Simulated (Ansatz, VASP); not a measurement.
**One calculation of HgPt, two programs**

```
Hg Pt
1.0
     2.98087    0.00000    0.00000
     0.00000    2.98087    0.00000
     0.00000    0.00000    3.83771
Hg Pt
1 1
Direct
  0.00000 0.00000 0.00000
  0.50000 0.50000 0.50000
```

Change from the starting cell: volume scaled by 1.01, crystal datasets.

Alike in both runs: task electric field gradients; functional LDA; k mesh 12 × 12 × 10; occupations fermi-dirac, width 0.03 eV; no spin polarisation.

|  | VASP | Ansatz |
| --- | --- | --- |
| version | VASP 6.6.1 | Ansatz 0.2.0 |
| potentials or method | VASP PAW LDA potentials, release 64 (Hg, Pt), cutoff 520 eV | all-electron PAW with datasets made for the crystal, scalar-relativistic |

```csv
,VASP,Ansatz,Ansatz less VASP
pressure (GPa),-1.5,-3.5,-1.94
"traceless stress, the component that is largest in VASP (GPa)",0.47,0.38,-0.088
size of Vzz on the site where it differs most (V/Å²),102.5,109.7,+7.12
```

LDA's correlation is that of Perdew and Zunger in VASP and of Perdew and Wang (1992) in Ansatz. Ansatz ran all-electron here, and VASP with PAW potentials.

Neither program's run includes spin-orbit coupling.
